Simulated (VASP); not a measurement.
FePt:

```xyz
2
Lattice="2.7235 0.0000 0.0000 0.0000 2.7235 0.0000 0.0000 0.0000 3.7200" Properties=species:S:1:pos:R:3 pbc="T T T"
Pt    1.3618    1.3618    1.8600
Fe    0.0000    0.0000    0.0000
```

- Program: VASP 6.6.1
- Task: relaxation of cell and atoms
- Functional: LDA
- Potentials or basis: VASP PAW LDA potentials, release 64 (Pt, Fe)
- Cutoff: 600 eV
- k mesh: 10 × 10 × 7
- Occupations: fermi-dirac, width 0.05 eV
- Spin: collinear spin, ferromagnetic start
- Starting moments: [0.0, 3.0] μB

At the start: pressure -12.7 GPa; volume 13.80 Å³/atom.

Problem. Where does the relaxation end?

Solution. Over 6 steps the energy falls by 31.3 meV/atom and the volume is 13.04 Å³/atom (-5.5 %); space group P4/mmm (No. 123, to 0.1 Å) before and after; moment 3.12 μB per cell.

The path:
```csv
step,energy change (eV),largest force (eV/Å),pressure (GPa),volume (Å³)
1,0.0000,0.0000,-12.65,27.59
2,0.1752,0.0000,32.29,23.47
3,-0.0626,0.0000,-0.17,26.11
4,-0.0626,0.0000,0.09,26.08
5,-0.0627,0.0000,0.09,26.08
6,-0.0626,0.0000,0.07,26.08
```

Final structure:
```
CELL_PARAMETERS angstrom
2.66815 0.00000 0.00000
0.00000 2.66815 0.00000
0.00000 0.00000 3.66364
ATOMIC_POSITIONS crystal
Pt 0.50000 0.50000 0.50000
Fe 0.00000 0.00000 0.00000
```
